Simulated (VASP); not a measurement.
# InSe in VASP: single point with PBE

Aim: the single point of InSe with PBE.

All numbers are computed with VASP 6.6.1; they aren't measurements. Logs are shortened: lines on timing, memory, paths and dates and some standing lists are left out, and cuts for length are marked.

**1. The cell of the first run**

The cell holds a slab with vacuum, 4 atoms: a = 4.000 Å, b = 4.000 Å, c = 18.352 Å, α = 90.00°, β = 90.00°, γ = 120.00°.

**2. Single point, PBE, non-collinear spin, zero start, spin-orbit coupling**

INCAR reads:

```
SYSTEM = InSe
ALGO = Normal
EDIFF = 1E-6
ENCUT = 400
GGA = PE
GGA_COMPAT = .FALSE.
ISIF = 2
ISMEAR = 0
KPAR = 4
LASPH = .TRUE.
LCHARG = .FALSE.
LORBIT = 11
LORBMOM = .TRUE.
LREAL = .FALSE.
LSORBIT = .TRUE.
LWAVE = .FALSE.
MAGMOM = 0 0 0 0 0 0 0 0 0 0 0 0
NBANDS = 52
NELM = 200
NELMDL = -8
PREC = Accurate
SIGMA = 0.05
```

KPOINTS reads:

```
k-points
0
G
  24 24 1
  0 0 0
```

POSCAR reads:

```
InSe
1.0
    3.9999993000      0.0000000000      0.0000000000
   -1.9999996500      3.4641010100      0.0000000000
    0.0000000000      0.0000000000     18.3517771400
In Se
2 2
Direct
    0.6666666700      0.3333333300      0.5762703000
    0.6666666700      0.3333333300      0.4237297000
    0.0000000000      0.0000000000      0.6458335300
    0.0000000000      0.0000000000      0.3541664700
```

Potentials or basis: VASP PAW PBE potentials, release 64 (In_d, Se).

Run with:

```sh
$ cat potpaw_PBE.64/In_d/POTCAR potpaw_PBE.64/Se/POTCAR > POTCAR
$ mpirun -np 4 vasp_ncl > vasp.out
```

OUTCAR:

```text
SYSTEM = InSe
   EDIFF = 1E-6
   ENCUT = 400
   GGA = PE
   ISIF = 2
   ISMEAR = 0
   LASPH = .TRUE.
   LORBIT = 11
   LREAL = .FALSE.
   LSORBIT = .TRUE.
   NELM = 200
   NELMDL = -8
   PREC = Accurate

 ion  position               nearest neighbor table
   1  0.667  0.333  0.576-   3 2.64   3 2.64   3 2.64   2 2.80
   2  0.667  0.333  0.424-   4 2.64   4 2.64   4 2.64   1 2.80
   3  0.000  0.000  0.646-   1 2.64   1 2.64   1 2.64
   4  0.000  0.000  0.354-   2 2.64   2 2.64   2 2.64

  LATTYP: Found a hexagonal cell.
 ALAT       =     3.9999993000
 C/A-ratio  =     4.5879450879

  Lattice vectors:

 A1 = (   3.9999993000,   0.0000000000,   0.0000000000)
 A2 = (  -1.9999996500,   3.4641010100,   0.0000000000)
 A3 = (   0.0000000000,   0.0000000000,  18.3517771400)

Analysis of symmetry for initial positions (statically):
=====================================================================
 Subroutine PRICEL returns:
 Original cell was already a primitive cell.

 Routine SETGRP: Setting up the symmetry group for a
 hexagonal supercell.

 Subroutine GETGRP returns: Found 12 space group operations
 (whereof 12 operations were pure point group operations)
 out of a pool of 24 trial point group operations.

The static configuration has the point symmetry D_3h.

Analysis of symmetry for dynamics (positions and initial velocities):
=====================================================================
 Subroutine PRICEL returns:
 Original cell was already a primitive cell.

 Routine SETGRP: Setting up the symmetry group for a
 hexagonal supercell.

 Subroutine GETGRP returns: Found 12 space group operations
 (whereof 12 operations were pure point group operations)
 out of a pool of 24 trial point group operations.

The dynamic configuration has the point symmetry D_3h.

Analysis of structural, dynamic, and magnetic symmetry:
=====================================================================
 Subroutine PRICEL returns:
 Original cell was already a primitive cell.

 Routine SETGRP: Setting up the symmetry group for a
 hexagonal supercell.

 Subroutine GETGRP returns: Found 12 space group operations
 (whereof 12 operations were pure point group operations)
 out of a pool of 24 trial point group operations.

The overall configuration has the point symmetry D_3h.

 Subroutine INISYM returns: Found 12 space group operations
 (whereof 12 operations are pure point group operations),
 and found     1 'primitive' translations

----------------------------------------------------------------------------------------

                                     Primitive cell

  volume of cell :     254.2896

  direct lattice vectors                    reciprocal lattice vectors
     3.999999300  0.000000000  0.000000000     0.250000044  0.144337593  0.000000000
    -1.999999650  3.464101010  0.000000000     0.000000000  0.288675185  0.000000000
     0.000000000  0.000000000 18.351777140     0.000000000  0.000000000  0.054490636

  length of vectors
     3.999999300  3.999999301 18.351777140     0.288675185  0.288675185  0.054490636

  position of ions in fractional coordinates (direct lattice)
     0.666666670  0.333333330  0.576270300
     0.666666670  0.333333330  0.423729700
     0.000000000  0.000000000  0.645833530
     0.000000000  0.000000000  0.354166470

  ion indices of the primitive-cell ions
   primitive index   ion index
                 1           1
                 2           2
                 3           3
                 4           4

----------------------------------------------------------------------------------------

 KPOINTS: k-points

Automatic generation of k-mesh.
 Grid dimensions read from file:
 generate k-points for:   24   24    1

 Generating k-lattice:

  Cartesian coordinates                     Fractional coordinates (reciprocal lattice)
     0.010416668  0.006014066  0.000000000     0.041666667 -0.000000000  0.000000000
[... 108 lines left out ...]
  ---------------------------------------------------
  free energy    TOTEN  =       -14.28674235 eV

  energy without entropy =      -14.28674235  energy(sigma->0) =      -14.28674235

 E-fermi :  -1.3717     XC(G=0):  -4.6285

 val. band max:       -1.6517746235   @ k =   0.0833   0.0833   0.0000
 cond. band min:      -0.0252386871   @ k =   0.0000   0.0000   0.0000
 fundamental gap:      1.6265359363
 Fermi energy:        -1.3717408310

 k-point     1 :       0.0000    0.0000    0.0000
  band No.  band energies     occupation
      1     -16.0035      1.00000
      2     -16.0035      1.00000
      3     -15.9575      1.00000
      4     -15.9575      1.00000
      5     -15.9431      1.00000
      6     -15.9431      1.00000
[... 1261 lines left out ...]
     49       5.4350      0.00000
     50       5.4350      0.00000

 [... further k-points ...]

 [bands above 50 left out]

------------------------ aborting loop because EDIFF is reached ----------------------------------------

  FORCE on cell =-STRESS in cart. coord.  units (eV):
  Direction    XX          YY          ZZ          XY          YZ          ZX
  --------------------------------------------------------------------------------------
  -------------------------------------------------------------------------------------
  Total        1.8830093      1.8830093      1.0578584      0.0000000     -0.0000000      0.0000000
  in kB       11.8640910     11.8640910      6.6651437      0.0000000     -0.0000000      0.0000000
  external PRESSURE =      10.1311086 kB  Pullay stress =       0.0000000 kB

 VOLUME and BASIS-vectors are now :
 -----------------------------------------------------------------------------
  energy-cutoff  :      400.00
  volume of cell :      254.29
      direct lattice vectors                 reciprocal lattice vectors
     3.999999300  0.000000000  0.000000000     0.250000044  0.144337593  0.000000000
    -1.999999650  3.464101010  0.000000000     0.000000000  0.288675185  0.000000000
     0.000000000  0.000000000 18.351777140     0.000000000  0.000000000  0.054490636

 POSITION                                       TOTAL-FORCE (eV/Angst)
 -----------------------------------------------------------------------------------
      2.00000      1.15470     10.57558        -0.000000     -0.000000     -0.210167
      2.00000      1.15470      7.77619        -0.000000      0.000000      0.210167
      0.00000      0.00000     11.85219         0.000000      0.000000      0.316279
      0.00000      0.00000      6.49958         0.000000      0.000000     -0.316279
 -----------------------------------------------------------------------------------
    total drift:                               -0.000017      0.000010      0.000000

  FREE ENERGIE OF THE ION-ELECTRON SYSTEM (eV)
  ---------------------------------------------------
  free  energy   TOTEN  =       -14.2867423550 eV

  energy  without entropy=      -14.2867423550  energy(sigma->0) =      -14.28674235

 orbital moment (x)

 # of ion     p       d       tot
 ----------------------------------------
  1         0.000  -0.000  -0.000
  2        -0.000   0.000   0.000
  3         0.000   0.000   0.000
  4        -0.000  -0.000  -0.000
 ----------------------------------------
            0.000   0.000   0.000

 orbital moment (y)

 # of ion     p       d       tot
 ----------------------------------------
  1        -0.000  -0.000  -0.000
  2         0.000   0.000   0.000
  3         0.000   0.000   0.000
  4        -0.000   0.000  -0.000
 ----------------------------------------
            0.000   0.000   0.000

 orbital moment (z)

 # of ion     p       d       tot
 ----------------------------------------
  1         0.000  -0.000  -0.000
  2         0.000   0.000   0.000
  3        -0.000  -0.000  -0.000
  4         0.000   0.000   0.000
 ----------------------------------------
           -0.000  -0.000  -0.000

 Spin-Orbit-Coupling matrix elements

 Ion:    1  E_soc:     -0.0706637
 l=   1
     0.0000000    -0.0055434    -0.0050048
    -0.0055434     0.0000000    -0.0055434
    -0.0050048    -0.0055434     0.0000000
 l=   2
     0.0000000    -0.0012714     0.0000000    -0.0012714    -0.0051314
    -0.0012714     0.0000000    -0.0038885    -0.0012464    -0.0012714
     0.0000000    -0.0038885     0.0000000    -0.0038885     0.0000000
    -0.0012714    -0.0012464    -0.0038885     0.0000000    -0.0012714
    -0.0051314    -0.0012714     0.0000000    -0.0012714     0.0000000
 l=   3
     0.0000000     0.0000000     0.0000000     0.0000000     0.0000000     0.0000000     0.0000000
     0.0000000     0.0000000     0.0000000     0.0000000     0.0000000     0.0000000     0.0000000
     0.0000000     0.0000000     0.0000000     0.0000000     0.0000000     0.0000000     0.0000000
     0.0000000     0.0000000     0.0000000     0.0000000     0.0000000     0.0000000     0.0000000
[... 49 lines left out ...]
 l=   2
     0.0000000     0.0000000     0.0000000     0.0000000    -0.0000019
     0.0000000     0.0000000     0.0000012     0.0000034     0.0000000
     0.0000000     0.0000012     0.0000000     0.0000012     0.0000000
     0.0000000     0.0000034     0.0000012     0.0000000     0.0000000
    -0.0000019     0.0000000     0.0000000     0.0000000     0.0000000
 l=   3
     0.0000000     0.0000000     0.0000000     0.0000000     0.0000000     0.0000000     0.0000000
     0.0000000     0.0000000     0.0000000     0.0000000     0.0000000     0.0000000     0.0000000
     0.0000000     0.0000000     0.0000000     0.0000000     0.0000000     0.0000000     0.0000000
     0.0000000     0.0000000     0.0000000     0.0000000     0.0000000     0.0000000     0.0000000
     0.0000000     0.0000000     0.0000000     0.0000000     0.0000000     0.0000000     0.0000000
     0.0000000     0.0000000     0.0000000     0.0000000     0.0000000     0.0000000     0.0000000
     0.0000000     0.0000000     0.0000000     0.0000000     0.0000000     0.0000000     0.0000000

 total charge

# of ion       s       p       d       tot
------------------------------------------
    1        0.857   0.674   9.885  11.416
    2        0.857   0.674   9.885  11.416
    3        1.470   2.345   0.022   3.838
    4        1.470   2.345   0.022   3.838
--------------------------------------------------
tot          4.654   6.038  19.815  30.507

 magnetization (x)

# of ion       s       p       d       tot
------------------------------------------
    1       -0.000   0.000   0.000  -0.000
    2        0.000  -0.000   0.000  -0.000
    3        0.000   0.000  -0.000   0.000
    4       -0.000   0.000   0.000  -0.000
--------------------------------------------------
tot         -0.000  -0.000   0.000  -0.000

 magnetization (y)

# of ion       s       p       d       tot
------------------------------------------
    1       -0.000   0.000   0.000  -0.000
    2        0.000   0.000   0.000   0.000
    3        0.000   0.000   0.000   0.000
    4        0.000   0.000   0.000   0.000
--------------------------------------------------
tot         -0.000   0.000   0.000  -0.000

 magnetization (z)

# of ion       s       p       d       tot
------------------------------------------
    1        0.000   0.000  -0.000   0.000
    2        0.000   0.000  -0.000   0.000
    3       -0.000  -0.000   0.000  -0.000
    4        0.000  -0.000   0.000  -0.000
--------------------------------------------------
tot          0.000   0.000  -0.000   0.000
```

It took 13 min on 4 MPI ranks of Intel Xeon Platinum 8488C (Sapphire Rapids), shared host; peak memory 1.7 GiB.

What came out:

- Free energy: -14.2867 eV
- Largest force: 0.316 eV/Å
- Net moment: 0.00 μB per cell
- Valence electrons inside the program's atomic spheres: In 11.42; Se 3.84

Forces in eV/Å, atoms in the order of the input:
```
In   0.000  0.000 -0.210
In   0.000  0.000  0.210
Se   0.000  0.000  0.316
Se   0.000  0.000 -0.316
```

Moments on the atoms (μB; x, y, z):
```
In  0.00 0.00 0.00
In  0.00 0.00 0.00
Se  0.00 0.00 0.00
Se  0.00 0.00 0.00
```

Caveat: there is no dipole correction, which matters where the two faces differ.
